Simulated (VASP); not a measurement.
# BP (P6_3/mmc) in VASP: notebook

Runs on BP. Level: PBE. Tasks: single point, relaxation of cell and atoms.

Program: VASP 6.6.1. These are calculated values, not measurements. Logs are shortened: lines on timing, memory, paths and dates and some standing lists are left out, and cuts for length are marked.

### 1 The cell of the first run

The structure is hexagonal, space group P6_3/mmc (No. 194). Conventional cell: a = 2.886 Å, b = 2.886 Å, c = 7.665 Å, α = 90.00°, β = 90.00°, γ = 120.00°. Within 2.2 Å of B (site symmetry -6m2) lie 3 P at 1.67 Å. Within 2.2 Å of P (site symmetry -6m2) lie 3 B at 1.67 Å.

### 2 Single point, PBE

INCAR reads:

```
SYSTEM = BP
PREC     = Accurate       ! precision mode
ENCUT    = 520            ! plane-wave cutoff, eV
EDIFF    = 1E-7           ! SCF threshold, eV
ISMEAR   = 0              ! smearing method
SIGMA    = 0.1            ! smearing width, eV
LREAL    = .False.        ! projectors in reciprocal space
LASPH    = .True.         ! aspherical terms in the spheres
NELM     = 80             ! most SCF steps
ALGO     = Normal         ! electronic algorithm
ISIF     = 2              ! what is computed and relaxed
LWAVE    = .False.        ! write WAVECAR
LCHARG   = .True.         ! write CHGCAR
GGA      = PE             ! functional
LELF     = .True.         ! ELF
LVHAR    = .True.       
NBANDS   = 16             ! bands
```

KPOINTS reads:

```
Automatic mesh
0
Gamma
  6 6 2
  0 0 0
```

POSCAR reads:

```
BP
1.0
    2.8858941900      0.0000000000      0.0000000000
   -1.4429470900      2.4992576800      0.0000000000
    0.0000000000      0.0000000000      7.6653677800
B P
2 2
Direct
    0.3333333300      0.6666666700      0.2500000000
    0.6666666700      0.3333333300      0.7500000000
    0.3333333300      0.6666666700      0.7500000000
    0.6666666700      0.3333333300      0.2500000000
```

Potentials or basis: VASP PAW PBE potentials, release 64 (B, P).

Run with:

```bash
cat potpaw_PBE.64/B/POTCAR potpaw_PBE.64/P/POTCAR > POTCAR
mpirun -np 1 vasp_std > vasp.out
```

OUTCAR:

```text
SYSTEM = BP
   PREC = Accurate
   ENCUT = 520
   EDIFF = 1E-7
   ISMEAR = 0
   LREAL = .False.
   LASPH = .True.
   NELM = 80
   ISIF = 2
   GGA = PE

 ion  position               nearest neighbor table
   1  0.333  0.667  0.250-   4 1.67   4 1.67   4 1.67
   2  0.667  0.333  0.750-   3 1.67   3 1.67   3 1.67
   3  0.333  0.667  0.750-   2 1.67   2 1.67   2 1.67
   4  0.667  0.333  0.250-   1 1.67   1 1.67   1 1.67

  LATTYP: Found a hexagonal cell.
 ALAT       =     2.8858941900
 C/A-ratio  =     2.6561499748

  Lattice vectors:

 A1 = (   2.8858941900,   0.0000000000,   0.0000000000)
 A2 = (  -1.4429470900,   2.4992576800,   0.0000000000)
 A3 = (   0.0000000000,   0.0000000000,   7.6653677800)

Analysis of symmetry for initial positions (statically):
=====================================================================
 Subroutine PRICEL returns:
 Original cell was already a primitive cell.

 Routine SETGRP: Setting up the symmetry group for a
 hexagonal supercell.

 Subroutine GETGRP returns: Found 24 space group operations
 (whereof 12 operations were pure point group operations)
 out of a pool of 24 trial point group operations.

The static configuration has the point symmetry D_3d.
 The point group associated with its full space group is D_6h.

Analysis of symmetry for dynamics (positions and initial velocities):
=====================================================================
 Subroutine PRICEL returns:
 Original cell was already a primitive cell.

 Routine SETGRP: Setting up the symmetry group for a
 hexagonal supercell.

 Subroutine GETGRP returns: Found 24 space group operations
 (whereof 12 operations were pure point group operations)
 out of a pool of 24 trial point group operations.

The dynamic configuration has the point symmetry D_3d.
 The point group associated with its full space group is D_6h.

 Subroutine INISYM returns: Found 24 space group operations
 (whereof 12 operations are pure point group operations),
 and found     1 'primitive' translations

----------------------------------------------------------------------------------------

                                     Primitive cell

  volume of cell :      55.2872

  direct lattice vectors                    reciprocal lattice vectors
     2.885894190  0.000000000  0.000000000     0.346513051  0.200059403  0.000000000
    -1.442947090  2.499257680  0.000000000     0.000000000  0.400118806  0.000000000
     0.000000000  0.000000000  7.665367780     0.000000000  0.000000000  0.130456885

  length of vectors
     2.885894190  2.885894186  7.665367780     0.400118806  0.400118806  0.130456885

  position of ions in fractional coordinates (direct lattice)
     0.333333330  0.666666670  0.250000000
     0.666666670  0.333333330  0.750000000
     0.333333330  0.666666670  0.750000000
     0.666666670  0.333333330  0.250000000

  ion indices of the primitive-cell ions
   primitive index   ion index
                 1           1
                 2           2
                 3           3
                 4           4

----------------------------------------------------------------------------------------

 KPOINTS: Automatic mesh

Automatic generation of k-mesh.
 Grid dimensions read from file:
 generate k-points for:    6    6    2

 Generating k-lattice:

  Cartesian coordinates                     Fractional coordinates (reciprocal lattice)
     0.057752175  0.033343234  0.000000000     0.166666667  0.000000000  0.000000000
     0.000000000  0.066686468  0.000000000     0.000000000  0.166666667  0.000000000
     0.000000000  0.000000000  0.065228442     0.000000000  0.000000000  0.500000000

  Length of vectors
     0.066686468  0.066686468  0.065228442

  Shift w.r.t. Gamma in fractional coordinates (k-lattice)
     0.000000000  0.000000000  0.000000000

 Subroutine IBZKPT returns following result:
 ===========================================

 Found     14 irreducible k-points:

 Following reciprocal coordinates:
            Coordinates               Weight
  0.000000  0.000000  0.000000      1.000000
  0.166667  0.000000  0.000000      6.000000
  0.333333  0.000000  0.000000      6.000000
  0.500000  0.000000  0.000000      3.000000
  0.166667  0.166667  0.000000      6.000000
  0.333333  0.166667  0.000000     12.000000
  0.333333  0.333333  0.000000      2.000000
  0.000000  0.000000  0.500000      1.000000
  0.166667  0.000000  0.500000      6.000000
  0.333333  0.000000  0.500000      6.000000
  0.500000  0.000000  0.500000      3.000000
  0.166667  0.166667  0.500000      6.000000
  0.333333  0.166667  0.500000     12.000000
  0.333333  0.333333  0.500000      2.000000
   k-points           NKPTS =     14   k-points in BZ     NKDIM =     14   number of bands    NBANDS=     16
   number of dos      NEDOS =    301   number of ions     NIONS =      4
   total plane-waves  NPLWV =  34560
   dimension x,y,z NGX =    24 NGY =   24 NGZ =   60
[... 69 lines left out ...]

 k-point     1 :       0.0000    0.0000    0.0000
  band No.  band energies     occupation
      1     -10.6017      2.00000
      2     -10.3499      2.00000
      3      -1.5324      2.00000
      4       0.3161      2.00000
      5       3.6114      2.00000
      6       3.6114      2.00000
[... 8 lines left out ...]
     15      14.5303      0.00000
     16      15.5671      0.00000

 k-point     2 :       0.1667    0.0000    0.0000
  band No.  band energies     occupation
      1     -10.0670      2.00000
      2      -9.8216      2.00000
      3      -0.9364      2.00000
      4       0.8836      2.00000
      5       1.6010      2.00000
      6       1.6950      2.00000
[... 8 lines left out ...]
     15      13.9133      0.00000
     16      15.0431      0.00000

 k-point     3 :       0.3333    0.0000    0.0000
  band No.  band energies     occupation
      1      -8.5123      2.00000
      2      -8.2891      2.00000
      3      -2.0452      2.00000
      4      -1.8987      2.00000
      5       0.8006      2.00000
      6       1.5112      2.00000
[... 8 lines left out ...]
     15      15.9478      0.00000
     16      17.1466      0.00000

 k-point     4 :       0.5000    0.0000    0.0000
  band No.  band energies     occupation
      1      -6.7074      2.00000
      2      -6.5931      2.00000
      3      -4.5825      2.00000
      4      -4.5003      2.00000
      5       1.0508      2.00000
      6       1.1237      2.00000
[... 8 lines left out ...]
     15      16.0134      0.00000
     16      16.4093      0.00000

 k-point     5 :       0.1667    0.1667    0.0000
  band No.  band energies     occupation
      1      -9.0177      2.00000
      2      -8.7860      2.00000
      3      -0.4010      2.00000
      4      -0.2773      2.00000
      5       0.2361      2.00000
      6       0.6855      2.00000
[... 8 lines left out ...]
     15      13.9528      0.00000
     16      14.0799      0.00000

 k-point     6 :       0.3333    0.1667    0.0000
  band No.  band energies     occupation
      1      -7.0856      2.00000
      2      -6.8976      2.00000
      3      -3.4118      2.00000
      4      -3.2669      2.00000
      5      -0.6076      2.00000
      6      -0.4906      2.00000
[... 8 lines left out ...]
     15      14.5357      0.00000
     16      14.6740      0.00000
[... 77 lines left out ...]
 k-point    11 :       0.5000    0.0000    0.5000
  band No.  band energies     occupation
      1      -6.6492      2.00000
      2      -6.6492      2.00000
      3      -4.5482      2.00000
      4      -4.5482      2.00000
      5       1.0870      2.00000
      6       1.0870      2.00000
[... 8 lines left out ...]
     15      16.0477      0.00000
     16      16.0477      0.00000

 k-point    12 :       0.1667    0.1667    0.5000
  band No.  band energies     occupation
      1      -8.9055      2.00000
      2      -8.9055      2.00000
      3      -0.3416      2.00000
      4      -0.3416      2.00000
      5       0.7318      2.00000
      6       0.7318      2.00000
[... 8 lines left out ...]
     15      14.0158      0.00000
     16      14.0158      0.00000

 k-point    13 :       0.3333    0.1667    0.5000
  band No.  band energies     occupation
      1      -6.9938      2.00000
      2      -6.9938      2.00000
      3      -3.3425      2.00000
      4      -3.3425      2.00000
      5      -0.5503      2.00000
      6      -0.5503      2.00000
[... 8 lines left out ...]
     15      14.3724      0.00000
     16      14.3724      0.00000

 k-point    14 :       0.3333    0.3333    0.5000
  band No.  band energies     occupation
      1      -5.6825      2.00000
      2      -5.6825      2.00000
      3      -3.5344      2.00000
      4      -3.5344      2.00000
      5      -2.7899      2.00000
      6      -2.7899      2.00000
[... 8 lines left out ...]
     15      14.9729      0.00000
     16      14.9729      0.00000

------------------------ aborting loop because EDIFF is reached ----------------------------------------

  FORCE on cell =-STRESS in cart. coord.  units (eV):
  Direction    XX          YY          ZZ          XY          YZ          ZX
  --------------------------------------------------------------------------------------
  -------------------------------------------------------------------------------------
  Total       28.7162187     28.7162187      0.7880695      0.0000001      0.0000000     -0.0000000
  in kB      832.1725744    832.1725736     22.8376096      0.0000017      0.0000000     -0.0000000
  external PRESSURE =     562.3942525 kB  Pullay stress =       0.0000000 kB

 VOLUME and BASIS-vectors are now :
 -----------------------------------------------------------------------------
  energy-cutoff  :      520.00
  volume of cell :       55.29
      direct lattice vectors                 reciprocal lattice vectors
     2.885894190  0.000000000  0.000000000     0.346513051  0.200059403  0.000000000
    -1.442947090  2.499257680  0.000000000     0.000000000  0.400118806  0.000000000
     0.000000000  0.000000000  7.665367780     0.000000000  0.000000000  0.130456885

 POSITION                                       TOTAL-FORCE (eV/Angst)
 -----------------------------------------------------------------------------------
     -0.00000      1.66617      1.91634         0.000000     -0.000000      0.000000
      1.44295      0.83309      5.74903        -0.000000      0.000000      0.000000
     -0.00000      1.66617      5.74903         0.000000      0.000000      0.000000
      1.44295      0.83309      1.91634         0.000000      0.000000      0.000000
 -----------------------------------------------------------------------------------
    total drift:                               -0.000001      0.000000      0.000000

  FREE ENERGIE OF THE ION-ELECTRON SYSTEM (eV)
  ---------------------------------------------------
  free  energy   TOTEN  =       -21.4211525148 eV

  energy  without entropy=      -21.4199365567  energy(sigma->0) =      -21.42054454
```

Wall time 8 s (1 thread of Intel Xeon 6975P-C (Granite Rapids), shared host); peak memory 0.17 GiB.

Results:

* Free energy: -21.4212 eV
* Pressure: 56.2 GPa
* Band gap on the k mesh: 0.25 eV, indirect (least direct gap 0.37 eV)

Caveat: this functional lacks dispersion, which binds the layers, so the pressure and a relaxed spacing across them are unreliable. A k mesh can miss the band edges.

### 3 Single point, PBE

This run uses another cell than the first one, of 20.54 Å³/atom, 1.486 times its volume.

INCAR reads:

```
PREC = Accurate ; ENCUT = 520
EDIFF = 1E-6 ; ISMEAR = 0
SIGMA = 0.1 ; LREAL = F
LASPH = T ; NELM = 100
ALGO = Normal ; ISIF = 2
LWAVE = F ; LCHARG = F
GGA = PE ; NBANDS = 16
```

KPOINTS reads:

```
regular mesh
0
Gamma
  6 6 2
```

POSCAR reads:

```
BP
1.0
    3.2156594727     -0.0000000032      0.0000000000
   -1.6078297336      2.7848427949      0.0000000000
    0.0000000000      0.0000000000      9.1758245438
B P
2 2
Direct
    0.3333333333      0.6666666667      0.2500000000
    0.6666666667      0.3333333333      0.7500000000
    0.3333333333      0.6666666667      0.7500000000
    0.6666666667      0.3333333333      0.2500000000
```

Potentials or basis: VASP PAW PBE potentials, release 64 (B, P).

Run with:

```bash
cat potpaw_PBE.64/B/POTCAR potpaw_PBE.64/P/POTCAR > POTCAR
mpirun -np 1 vasp_std > vasp.out
```

Run time: 9.1 s. Hardware: 1 thread of Intel Xeon 6975P-C (Granite Rapids), shared host; peak memory 0.18 GiB.

It converged, with:

```
Free energy            : -24.3280 eV
Pressure               : -0.2 GPa
Band gap on the k mesh : 0.89 eV, direct
```

Stress tensor (GPa, compression positive):
```
-0.29  0.00  0.00
 0.00 -0.29  0.00
 0.00  0.00  0.08
```

Levels at points of the mesh, in eV from the valence-band top:
```
           k point  band 5  band 6  band 7  band 8  band 9  band 10  band 11  band 12
(0.00, 0.00, 0.00)   -1.65   -1.65   -1.64   -1.64    3.31     4.65     4.65     4.68
(0.50, 0.00, 0.00)   -3.63   -3.61   -1.31   -0.77    1.16     1.84     2.81     2.89
(0.00, 0.00, 0.50)   -1.64   -1.64   -1.64   -1.64    4.62     4.62     4.67     4.67
(0.50, 0.00, 0.50)   -3.62   -3.62   -1.05   -1.05    1.46     1.46     2.85     2.85
```

Caveat: this functional lacks dispersion, which binds the layers, so the pressure and a relaxed spacing across them are unreliable.

### 4 Relaxation of cell and atoms, PBE

INCAR reads:

```
PREC     = Accurate       # precision mode
ENCUT    = 600            # plane-wave cutoff, eV
EDIFF    = 1E-6           # SCF threshold, eV
ISMEAR   = 0              # smearing method
SIGMA    = 0.1            # smearing width, eV
LREAL    = F              # projectors in reciprocal space
LASPH    = T              # aspherical terms in the spheres
NELM     = 60             # most SCF steps
ALGO     = Normal         # electronic algorithm
ISIF     = 3              # what is computed and relaxed
LWAVE    = F              # write WAVECAR
LCHARG   = F              # write CHGCAR
GGA      = PE             # functional
IBRION   = 2              # ionic algorithm
NSW      = 90             # ionic steps
EDIFFG   = -0.04          # ionic threshold
```

KPOINTS reads:

```
Automatic mesh
0
Gamma
  6 6 2
```

POSCAR reads:

```
BP
1.0
    2.8858941900      0.0000000000      0.0000000000
   -1.4429470900      2.4992576800      0.0000000000
    0.0000000000      0.0000000000      7.6653677800
B P
2 2
Direct
    0.3333333300      0.6666666700      0.2500000000
    0.6666666700      0.3333333300      0.7500000000
    0.3333333300      0.6666666700      0.7500000000
    0.6666666700      0.3333333300      0.2500000000
```

Run with:

```bash
cat potpaw_PBE.64/B/POTCAR potpaw_PBE.64/P/POTCAR > POTCAR
mpirun -np 1 vasp_std > vasp.out
```

Wall time 42 s (1 thread of Intel Xeon 6975P-C (Granite Rapids), shared host); peak memory 0.17 GiB.

The run converged. Its results:

* Free energy: -24.3243 eV
* Relaxed volume: 21.31 Å³/atom
* Relaxed cell: a = 3.215 Å, b = 3.215 Å, c = 9.520 Å, α = 90.00°, β = 90.00°, γ = 120.00°
* Space group after relaxing (to 0.05 Å): P6_3/mmc (No. 194)
* Energy gained by relaxing: 724.9 meV/atom
* Ionic steps: 9
* Pressure after relaxing: -0.1 GPa
* Band gap on the k mesh: 0.89 eV, direct

Stress tensor (GPa, compression positive):
```
-0.19  0.00  0.00
 0.00 -0.19  0.00
 0.00  0.00  0.00
```

Step by step:
```csv
step,energy change (eV),largest force (eV/Å),pressure (GPa),volume (Å³)
1,0.0000,0.0000,56.23,55.29
2,2.2410,0.0000,-21.17,101.16
3,-2.7920,0.0000,-3.38,70.67
4,-2.8273,0.0000,-0.43,69.25
5,-2.8303,0.0000,0.81,68.70
6,-2.8408,0.0000,0.68,69.45
7,-2.8649,0.0000,0.44,71.70
8,-2.8894,0.0000,0.13,76.21
9,-2.8995,0.0000,-0.13,85.23
```

Final structure:
```cif
data_structure
_symmetry_space_group_name_H-M 'P 1'
_symmetry_Int_Tables_number 1
_cell_length_a 3.2153
_cell_length_b 3.2153
_cell_length_c 9.5198
_cell_angle_alpha 90.000
_cell_angle_beta 90.000
_cell_angle_gamma 120.000
_cell_volume 85.23
loop_
_atom_site_label
_atom_site_type_symbol
_atom_site_fract_x
_atom_site_fract_y
_atom_site_fract_z
_atom_site_occupancy
B1 B 0.33333 0.66667 0.25000 1
B2 B 0.66667 0.33333 0.75000 1
P1 P 0.33333 0.66667 0.75000 1
P2 P 0.66667 0.33333 0.25000 1
```

Levels at points of the mesh, in eV from the valence-band top:
```tsv
k point	band 5	band 6	band 7	band 8	band 9	band 10	band 11	band 12
(0.00, 0.00, 0.00)	-1.65	-1.65	-1.64	-1.64	3.27	4.65	4.65	4.68
(0.50, 0.00, 0.00)	-3.63	-3.62	-1.25	-0.84	1.22	1.76	2.82	2.87
(0.00, 0.00, 0.50)	-1.64	-1.64	-1.64	-1.64	4.46	4.64	4.66	4.66
(0.50, 0.00, 0.50)	-3.62	-3.62	-1.05	-1.05	1.47	1.47	2.84	2.84
```

Caveat: the volume moved by over 15 % at a fixed basis, so the end points are rough; this functional lacks dispersion, which binds the layers, so the pressure and a relaxed spacing across them are unreliable. A k mesh can miss the band edges.

### 5 Single point, PBE

This run uses another cell than the first one, of 22.03 Å³/atom, 1.594 times its volume.

INCAR reads:

```
SYSTEM = BP
ALGO = Normal ; EDIFF = 1E-6
ENCUT = 520 ; GGA = PE
ISIF = 2 ; ISMEAR = 0
LASPH = .True. ; LCHARG = .False.
LREAL = .False. ; LWAVE = .False.
NBANDS = 16 ; NELM = 60
PREC = Accurate ; SIGMA = 0.02
```

KPOINTS reads:

```
k-points
0
Gamma
  12 12 4
  0 0 0
```

POSCAR reads:

```
BP
1.0
    3.2141144671      0.0000000000      0.0000000000
   -1.6070572335      2.7835047792      0.0000000000
    0.0000000000      0.0000000000      9.8504767493
B P
2 2
Direct
    0.3333333333      0.6666666667      0.2500000000
    0.6666666667      0.3333333333      0.7500000000
    0.3333333333      0.6666666667      0.7500000000
    0.6666666667      0.3333333333      0.2500000000
```

Run with:

```bash
cat potpaw_PBE.64/B/POTCAR potpaw_PBE.64/P/POTCAR > POTCAR
mpirun -np 1 vasp_std > vasp.out
```

Run time: 29 s. Hardware: 1 thread of Intel Xeon 6975P-C (Granite Rapids), shared host; peak memory 0.23 GiB.

Results (log left out):

```
Free energy            : -24.3488 eV
Pressure               : -0.1 GPa
Band gap on the k mesh : 0.91 eV, direct
```

Stress tensor (GPa, compression positive):
```
-0.19  0.00  0.00
 0.00 -0.19  0.00
 0.00  0.00  0.00
```

Levels at points of the mesh, in eV from the valence-band top:
```csv
k point,band 6,band 7,band 8,band 9,band 10,band 11
"(0.00, 0.00, 0.00)",-1.64,-1.64,-1.64,3.26,4.66,4.66
"(0.50, 0.00, 0.00)",-3.62,-1.20,-0.88,1.27,1.71,2.83
"(0.00, 0.00, 0.50)",-1.64,-1.64,-1.64,4.33,4.33,4.67
"(0.50, 0.00, 0.50)",-3.62,-1.05,-1.05,1.48,1.48,2.85
```

Caveat: this functional lacks dispersion, which binds the layers, so the pressure and a relaxed spacing across them are unreliable. A k mesh can miss the band edges.

### 6 The runs side by side

| task | cell | k mesh | cutoff (eV) | smearing | gap on the mesh (eV) | pressure (GPa) |
| --- | --- | --- | --- | --- | --- | --- |
| single point | a = 2.886, b = 2.886, c = 7.665 Å, angles 90.0, 90.0, 120.0°, 4 atoms | 6 × 6 × 2 | 520 | gaussian 0.1 eV | 0.25 | 56.2 |
| single point | a = 3.216, b = 3.216, c = 9.176 Å, angles 90.0, 90.0, 120.0°, 4 atoms | 6 × 6 × 2 | 520 | gaussian 0.1 eV | 0.89 | -0.2 |
| relaxation of cell and atoms | relaxed from a = 2.886, b = 2.886, c = 7.665 Å, angles 90.0, 90.0, 120.0°, 4 atoms | 6 × 6 × 2 | 600 | gaussian 0.1 eV | 0.89 | -0.1 |
| single point | a = 3.214, b = 3.214, c = 9.850 Å, angles 90.0, 90.0, 120.0°, 4 atoms | 12 × 12 × 4 | 520 | gaussian 0.02 eV | 0.91 | -0.1 |

Alike in all rows: level PBE; potentials or basis VASP PAW PBE potentials, release 64 (B, P); no spin polarisation.

Caveats: this functional lacks dispersion, which binds the layers, so the pressure and a relaxed spacing across them are unreliable; the volume moved by over 15 % at a fixed basis, so the end points are rough (some runs).

Absolute energies hang on the potentials; compare differences alone.
